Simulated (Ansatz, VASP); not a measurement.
# CuAu in VASP and in Ansatz

```
CELL_PARAMETERS angstrom
1.44306 0.83315 4.25617
-1.44306 0.83315 4.25617
0.00000 -1.66630 4.25617
ATOMIC_POSITIONS crystal
Au 0.00000 0.00000 0.00000
Cu 0.50000 0.50000 0.50000
```

Alike in both runs: task relaxation of cell and atoms; functional LDA; k mesh 11 × 11 × 11; occupations fermi-dirac, width 0.05 eV; no spin polarisation.

|  | VASP | Ansatz |
| --- | --- | --- |
| version | VASP 6.6.1 | Ansatz 0.2.0 |
| potentials or method | VASP PAW LDA potentials, release 64 (Au, Cu) | Ansatz PAW |
| plane-wave cutoff (eV) | 600 | 420 |
| valence electrons in the cell | 22 | 38 |

|  | VASP | Ansatz | Ansatz less VASP |
| --- | --- | --- | --- |
| gap on the k mesh at the Fermi level, each at its own relaxed structure (eV) | none | none | - |
| relaxed volume (Å³/atom) | 14.10 | 14.05 | -0.050 |
| relaxed length of the cell vector where the two differ most in proportion (Å) | 4.524 | 4.516 | -0.0081 |

LDA's correlation is that of Perdew and Zunger in VASP and of Perdew and Wang (1992) in Ansatz. A gap of «none» marks a metal or a gap that the smearing closes. VASP's potentials hold 22 valence electrons a cell and Ansatz's 38, so a difference there can come from the potentials and not from the codes.

Neither program's run includes spin-orbit coupling. Noted on Ansatz's run: the plane-wave basis is chosen anew once the cell has moved, so the energies of steps on either side of that aren't comparable.
